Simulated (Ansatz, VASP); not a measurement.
## B5P: VASP beside Ansatz

```
B P
1.0
     0.00000    3.49092    3.00664
     2.87099    0.00000    3.00664
     2.87099    3.49092    0.00000
B P
5 1
Direct
  0.76133 0.70440 0.48403
  0.70440 0.76133 0.05025
  0.48403 0.05025 0.76133
  0.05025 0.48403 0.70440
  0.50000 0.50000 0.50000
  0.00000 0.00000 0.00000
```

Alike in both runs: functional PBE; k mesh 4 × 4 × 4; occupations gaussian, width 0.2 eV; no spin polarisation.

Ansatz relaxed the structure, and its values are those at the end. VASP's run is a single point on that final structure, the one shown.

|  | VASP | Ansatz |
| --- | --- | --- |
| version | VASP 6.6.1 | Ansatz 0.2.0 |
| potentials or method | VASP PAW PBE potentials, release 64 (B, P), cutoff 500 eV | scalar-relativistic, plane waves, PAW |
| valence electrons in the cell | 20 | 20 |

Ansatz gave:

* gap on the k mesh at the Fermi level (eV): none
* pressure (GPa): 0.1
* rms of the force components (eV/Å): 0.016

Which values does VASP return?

gap on the k mesh at the Fermi level (eV): none; pressure (GPa): 0.0; rms of the force components (eV/Å): 0.018.

A gap of «none» marks a metal or a gap that the smearing closes.

The k mesh is coarse, so the values compare programs but aren't converged.
